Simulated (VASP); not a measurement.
# HF (Fmmm) in VASP: single point with r2SCAN

Aim: the single point of HF with r2SCAN.

All numbers are computed with VASP 6.6.1; they aren't measurements. Logs are shortened: lines on timing, memory, paths and dates and some standing lists are left out, and cuts for length are marked.

### 1 The cell of the first run

The structure is orthorhombic, space group Fmmm (No. 69). Conventional cell: a = 4.340 Å, b = 4.407 Å, c = 4.737 Å, α = 90.00°, β = 90.00°, γ = 90.00°. H (site symmetry mmm) has 6 F at 2.17 to 2.37 Å within 2.9 Å. F (site symmetry mmm) has 6 H at 2.17 to 2.37 Å within 2.9 Å.

### 2 Single point, r2SCAN

File POSCAR:

```
HF
1.0
   -2.1701280000      2.2033340000      0.0000000000
    2.1701280000      0.0000000000      2.3685840000
    2.1701280000      2.2033340000      0.0000000000
H F
1 1
Direct
    0.0000000000      0.0000000000      0.0000000000
    0.5000000000      0.0000000000      0.5000000000
```

File INCAR.step1:

```
PREC = Accurate ; ENCUT = 520
ISMEAR = 0 ; SIGMA = 0.0132
LREAL = False ; LASPH = True
NELM = 60 ; NBANDS = 11
GGA = PE ; ALGO = Normal
EDIFF = 1E-4 ; LWAVE = True
LCHARG = False
```

File INCAR.step2:

```
PREC = Accurate ; ENCUT = 520
EDIFF = 1E-6 ; ISMEAR = 0
SIGMA = 0.0132 ; LREAL = False
LASPH = True ; NELM = 60
ALGO = Normal ; ISIF = 2
LWAVE = False ; LCHARG = False
METAGGA = R2SCAN ; LMIXTAU = True
NBANDS = 11 ; ISTART = 1
```

File KPOINTS:

```
regular mesh
0
Gamma
  11 11 11
```

Potentials or basis: VASP PAW PBE potentials, release 64 (H, F).

Run with:

```sh
cat potpaw_PBE.64/H/POTCAR potpaw_PBE.64/F/POTCAR > POTCAR
cp INCAR.step1 INCAR
mpirun -np 1 vasp_std > vasp.out
cp INCAR.step2 INCAR
mpirun -np 1 vasp_std > vasp.out
```

OUTCAR:

```text
PREC = Accurate
   ENCUT = 520
   EDIFF = 1E-6
   ISMEAR = 0
   LREAL = False
   LASPH = True
   NELM = 60
   ISIF = 2
   METAGGA = R2SCAN
   ISTART = 1

 ion  position               nearest neighbor table
   1  0.000  0.000  0.000-
   2  0.500  0.000  0.500-

  LATTYP: Found a face centered orthorhombic cell.
 ALAT       =     4.3402560000
 B/A-ratio  =     1.0153014016
 C/A-ratio  =     1.0914489837

  Lattice vectors:

 A1 = (   0.0000000000,   2.2033340000,   2.3685840000)
 A2 = (   2.1701280000,   0.0000000000,   2.3685840000)
 A3 = (   2.1701280000,   2.2033340000,   0.0000000000)

Analysis of symmetry for initial positions (statically):
=====================================================================
 Subroutine PRICEL returns:
 Original cell was already a primitive cell.

 Routine SETGRP: Setting up the symmetry group for a
 face centered orthorhombic supercell.

 Subroutine GETGRP returns: Found  8 space group operations
 (whereof  8 operations were pure point group operations)
 out of a pool of  8 trial point group operations.

The static configuration has the point symmetry D_2h.

Analysis of symmetry for dynamics (positions and initial velocities):
=====================================================================
 Subroutine PRICEL returns:
 Original cell was already a primitive cell.

 Routine SETGRP: Setting up the symmetry group for a
 face centered orthorhombic supercell.

 Subroutine GETGRP returns: Found  8 space group operations
 (whereof  8 operations were pure point group operations)
 out of a pool of  8 trial point group operations.

The dynamic configuration has the point symmetry D_2h.

 Subroutine INISYM returns: Found  8 space group operations
 (whereof  8 operations are pure point group operations),
 and found     1 'primitive' translations

----------------------------------------------------------------------------------------

                                     Primitive cell

  volume of cell :      22.6508

  direct lattice vectors                    reciprocal lattice vectors
    -2.170128000  2.203334000  0.000000000    -0.230401156  0.226928827  0.211096588
     2.170128000  0.000000000  2.368584000     0.000000000  0.000000000  0.422193175
     2.170128000  2.203334000  0.000000000     0.230401156  0.226928827 -0.211096588

  length of vectors
     3.092593774  3.212420536  3.092593774     0.386190568  0.422193175  0.386190568

  position of ions in fractional coordinates (direct lattice)
     0.000000000  0.000000000  0.000000000
     0.500000000  0.000000000  0.500000000

  ion indices of the primitive-cell ions
   primitive index   ion index
                 1           1
                 2           2

----------------------------------------------------------------------------------------

 KPOINTS: regular mesh

Automatic generation of k-mesh.
 Grid dimensions read from file:
 generate k-points for:   11   11   11

 Generating k-lattice:

  Cartesian coordinates                     Fractional coordinates (reciprocal lattice)
    -0.020945560  0.020629893  0.019190599     0.090909091  0.000000000  0.000000000
     0.000000000  0.000000000  0.038381198     0.000000000  0.090909091  0.000000000
     0.020945560  0.020629893 -0.019190599     0.000000000 -0.000000000  0.090909091

  Length of vectors
     0.035108233  0.038381198  0.035108233

  Shift w.r.t. Gamma in fractional coordinates (k-lattice)
     0.000000000  0.000000000  0.000000000

 Subroutine IBZKPT returns following result:
 ===========================================

 Found    216 irreducible k-points:

 Following reciprocal coordinates:
            Coordinates               Weight
  0.000000  0.000000  0.000000      1.000000
  0.090909 -0.000000 -0.000000      8.000000
  0.181818 -0.000000  0.000000      8.000000
  0.272727  0.000000  0.000000      8.000000
  0.363636 -0.000000  0.000000      8.000000
  0.454545  0.000000  0.000000      8.000000
[... 16 lines left out ...]
 -0.454545  0.181818  0.000000      8.000000
 -0.363636  0.181818  0.000000      4.000000
 [... further k-points ...]
   k-points           NKPTS =    216   k-points in BZ     NKDIM =    216   number of bands    NBANDS=     11
   number of dos      NEDOS =    301   number of ions     NIONS =      2
   total plane-waves  NPLWV =  13824
   dimension x,y,z NGX =    24 NGY =   24 NGZ =   24
   dimension x,y,z NGXF=    48 NGYF=   48 NGZF=   48
   ions per type =               1   1
   NGX,Y,Z   is equivalent  to a cutoff of  12.90, 12.42, 12.90 a.u.
   NGXF,Y,Z  is equivalent  to a cutoff of  25.80, 24.84, 25.80 a.u.
 SYSTEM =  unknown system
   PREC   = accura    normal or accurate (medium, high low for compatibility)
   ISTART =      1    job   : 0-new  1-cont  2-samecut
   ICHARG =      0    charge: 1-file 2-atom 10-const
   ISPIN  =      1    spin polarized calculation?
   LNONCOLLINEAR =      F non collinear calculations
   LSORBIT =      F    spin-orbit coupling
   LASPH  =      T    aspherical Exc in radial PAW
   ENCUT  =  520.0 eV  38.22 Ry    6.18 a.u.   5.75  5.97  5.75*2*pi/ulx,y,z
   NELM   =     60;   NELMIN=  2; NELMDL=  0     # of ELM steps
   EDIFF  = 0.1E-05   stopping-criterion for ELM
   LREAL  =      F    real-space projection
   EDIFFG = 0.1E-04   stopping-criterion for IOM
   NSW    =      0    number of steps for IOM
   IBRION =     -1    ionic relax: 0-MD 1-quasi-New 2-CG
   NFREE  =      0    steps in history (QN), initial steepest desc. (CG)
   ISIF   =      2    stress and relaxation
   ISYM   =      2    0-nonsym 1-usesym 2-fastsym
   POTIM  = 0.5000    time-step for ionic-motion
   TEBEG  =    0.0;   TEEND  =   0.0 temperature during run
   PSTRESS=    0.0 pullay stress
   NELECT =       8.0000    total number of electrons
   NUPDOWN=      -1.0000    fix difference up-down
   EMIN   =  10.00;   EMAX   =-10.00  energy-range for DOS
   EFERMI =   0.00;   METHOD = LEGACY
   ISMEAR =     0;   SIGMA  =   0.01  broadening in eV -4-tet -1-fermi 0-gaus
   EFERMI_NEDOS =   21; number of points for ismear=-14 and -15
   IALGO  =     38    algorithm
   IMIX   =      4    mixing-type and parameters
     AMIX     =   0.40;   BMIX     =  1.00
     AMIX_MAG =   1.60;   BMIX_MAG =  1.00
  volume/ion in A,a.u.               =      11.33        76.43
  Fermi-wavevector in a.u.,A,eV,Ry     =   1.157204  2.186799 18.219855  1.339122
  Thomas-Fermi vector in A             =   2.293818
   LORBIT       =      0    0 simple, 1 ext, 2 COOP (PROOUT), +10 PAW based schemes
   METAGGA = R2SCAN    functional components
   LHFCALC =     F    Hartree Fock is set to
   AEXX    =    0.0000 exact exchange contribution
   IVDW    =     0    specifies the selected vdW correction
   LEPSILON=     F    determine dielectric tensor
   LRPA    =     F    only Hartree local field effects (RPA)
 non-spin polarized calculation
 Gauss-broadening in eV      SIGMA  =   0.01
  energy-cutoff  :      520.00
  volume of cell :       22.65
 maximum number of plane-waves:       636
   NGX = 11   NGY = 11   NGZ = 11

 number of electron       8.0000008 magnetization

 Free energy of the ion-electron system (eV)
  ---------------------------------------------------
  ext. energy  EPLUGINS =         0.00000000
  ---------------------------------------------------
  free energy    TOTEN  =        -5.52493486 eV

  energy without entropy =       -5.52493486  energy(sigma->0) =       -5.52493486

 E-fermi :  -5.0418     XC(G=0):  -8.3861

 val. band max:       -5.2089028746   @ k =   0.0000   0.0000   0.0000
 cond. band min:      -4.4221295297   @ k =   0.0000   0.0000   0.0000
 fundamental gap:      0.7867733449
 Fermi energy:        -5.0418499841

 k-point     1 :       0.0000    0.0000    0.0000
  band No.  band energies     occupation
      1     -25.8239      2.00000
      2      -5.3345      2.00000
      3      -5.2989      2.00000
      4      -5.2089      2.00000
      5      -4.4221      0.00000
      6      12.6048      0.00000
      7      18.8303      0.00000
      8      19.2605      0.00000
      9      19.3417      0.00000
     10      19.4797      0.00000
     11      20.6929      0.00000

 k-point     2 :       0.0909   -0.0000   -0.0000
  band No.  band energies     occupation
      1     -25.8032      2.00000
      2      -5.8422      2.00000
      3      -5.3212      2.00000
      4      -5.2472      2.00000
      5      -3.8215      0.00000
      6      12.1684      0.00000
      7      17.1408      0.00000
      8      18.2653      0.00000
      9      19.0058      0.00000
     10      20.2818      0.00000
     11      20.9192      0.00000

 k-point     3 :       0.1818   -0.0000    0.0000
  band No.  band energies     occupation
      1     -25.7470      2.00000
      2      -6.5774      2.00000
      3      -5.3346      2.00000
      4      -5.2922      2.00000
      5      -2.9271      0.00000
      6      10.9661      0.00000
      7      15.5512      0.00000
      8      17.1812      0.00000
      9      18.2410      0.00000
     10      21.0599      0.00000
     11      21.4600      0.00000

 k-point     4 :       0.2727    0.0000    0.0000
  band No.  band energies     occupation
      1     -25.6726      2.00000
      2      -7.2009      2.00000
      3      -5.3523      2.00000
      4      -5.3480      2.00000
      5      -2.0598      0.00000
      6       9.4236      0.00000
      7      14.8126      0.00000
      8      16.1923      0.00000
      9      17.3930      0.00000
     10      21.8998      0.00000
     11      22.3691      0.00000
[... 239 lines left out ...]
 k-point    22 :       0.4545    0.1818    0.0000
  band No.  band energies     occupation
      1     -25.5422      2.00000
      2      -7.6452      2.00000
      3      -5.7597      2.00000
      4      -5.4029      2.00000
      5      -1.0717      0.00000
      6       8.2257      0.00000
      7      11.3501      0.00000
      8      16.4080      0.00000
      9      18.6808      0.00000
     10      22.1716      0.00000
     11      24.2264      0.00000

 k-point    23 :      -0.4545    0.1818    0.0000
  band No.  band energies     occupation
      1     -25.5808      2.00000
      2      -7.5666      2.00000
      3      -5.6618      2.00000
      4      -5.3552      2.00000
      5      -1.2859      0.00000
      6       8.9072      0.00000
      7      11.4477      0.00000
      8      16.8396      0.00000
      9      18.7116      0.00000
     10      22.6065      0.00000
     11      22.7772      0.00000

 k-point    24 :      -0.3636    0.1818    0.0000
  band No.  band energies     occupation
      1     -25.6407      2.00000
      2      -7.3386      2.00000
      3      -5.5111      2.00000
      4      -5.3220      2.00000
      5      -1.7627      0.00000
      6       9.7691      0.00000
      7      12.2444      0.00000
      8      17.5337      0.00000
      9      18.4065      0.00000
     10      21.3820      0.00000
     11      22.1001      0.00000

 [... further k-points ...]

------------------------ aborting loop because EDIFF is reached ----------------------------------------

  FORCE on cell =-STRESS in cart. coord.  units (eV):
  Direction    XX          YY          ZZ          XY          YZ          ZX
  --------------------------------------------------------------------------------------
  -------------------------------------------------------------------------------------
  Total       -3.9718102     -3.6222223     -2.3440880      0.0000000      0.0000000      0.0000000
  in kB     -280.9406591   -256.2130305   -165.8059158      0.0000000      0.0000000      0.0000000
  external PRESSURE =    -234.3198684 kB  Pullay stress =       0.0000000 kB

 VOLUME and BASIS-vectors are now :
 -----------------------------------------------------------------------------
  energy-cutoff  :      520.00
  volume of cell :       22.65
      direct lattice vectors                 reciprocal lattice vectors
    -2.170128000  2.203334000  0.000000000    -0.230401156  0.226928827  0.211096588
     2.170128000  0.000000000  2.368584000     0.000000000  0.000000000  0.422193175
     2.170128000  2.203334000  0.000000000     0.230401156  0.226928827 -0.211096588

 POSITION                                       TOTAL-FORCE (eV/Angst)
 -----------------------------------------------------------------------------------
      0.00000      0.00000      0.00000        -0.000000      0.000000      0.000000
      0.00000      2.20333      0.00000         0.000000     -0.000000      0.000000
 -----------------------------------------------------------------------------------
    total drift:                               -0.000000     -0.000000     -0.000000

  FREE ENERGIE OF THE ION-ELECTRON SYSTEM (eV)
  ---------------------------------------------------
  free  energy   TOTEN  =        -5.5249348557 eV

  energy  without entropy=       -5.5249348557  energy(sigma->0) =       -5.52493486
```

It took 52 s on 1 thread of Intel Xeon 6975P-C (Granite Rapids), shared host; peak memory 0.17 GiB.

What came out:

```yaml
Free_energy: -5.5249 eV
Pressure: -23.4 GPa
Band_gap_on_the_k_mesh: 0.79 eV
```

Stress tensor (GPa, compression positive):
```
-28.09   0.00   0.00
  0.00 -25.62   0.00
  0.00   0.00 -16.58
```

Caveat: the cell stands under tension; the PAW data sets were made with another functional, which shifts forces and pressure a little.
